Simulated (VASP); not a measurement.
Runs of VASP 6.6.1 on Mg. The structure is that of space group I4/mmm (No. 139), or close to it. The cells are those of the table. 

| level | cell | k mesh | cutoff (eV) | smearing | mended | gap on the mesh (eV) | pressure (GPa) |
| --- | --- | --- | --- | --- | --- | --- | --- |
| PBE | a = 3.092 Å, angles 107.2, 107.2, 114.2°, 1 atom | 6 × 6 × 6 | 600 | gaussian 0.1 eV | - | none | (b) |
| PBEsol | a = 3.230 Å, angles 107.2, 107.2, 114.2°, 1 atom | 6 × 6 × 6 | 600 | gaussian 0.1 eV | - | none | (a) |
| PBE | a = 3.092 Å, angles 107.2, 107.2, 114.2°, 1 atom | 4 × 4 × 4, shifted | 600 | gaussian 0.1 eV | - | none | 0.8 |
| BLYP | a = 3.092 Å, angles 107.2, 107.2, 114.2°, 1 atom | 4 × 4 × 4 | 600 | gaussian 0.1 eV | - | none | 0.9 |
| PBE | a = 3.092 Å, angles 107.2, 107.2, 114.2°, 1 atom | 5 × 1 × 4, shifted | 500 | gaussian 0.1 eV | yes | - | -0.7 |
| PBE | a = 3.092 Å, angles 107.2, 107.2, 114.2°, 1 atom | 4 × 4 × 4 | 600 | gaussian 0.062 eV | - | none | 0.2 |
| PBE+D3(BJ) | a = 3.092 Å, angles 107.2, 107.2, 114.2°, 1 atom | 6 × 6 × 6 | 600 | gaussian 0.1 eV | - | none | (c) |
| PBE+D4 | a = 3.092 Å, angles 107.2, 107.2, 114.2°, 1 atom | 2 × 6 × 3 | 600 | gaussian 0.1 eV | - | none | -0.1 |
| r2SCAN | a = 3.092 Å, angles 107.2, 107.2, 114.2°, 1 atom | 6 × 6 × 6 | 660 | tetrahedron | - | none | -1.1 |

Alike in all rows: task single point; potentials or basis VASP PAW PBE potentials, release 64 (Mg); no spin polarisation.

Question: Fill in the values left out.

Answer: (a) -3.7; (b) 0.5; (c) -1.5.

Caveats: some runs use coarse meshes; the PAW data sets were made with another functional, which shifts forces and pressure a little (at least some runs); three body term missing (at least some runs); tetrahedron occupations give inexact forces and stress in metals (at least some runs).

A gap of «none» marks levels without a gap at the run's occupations.
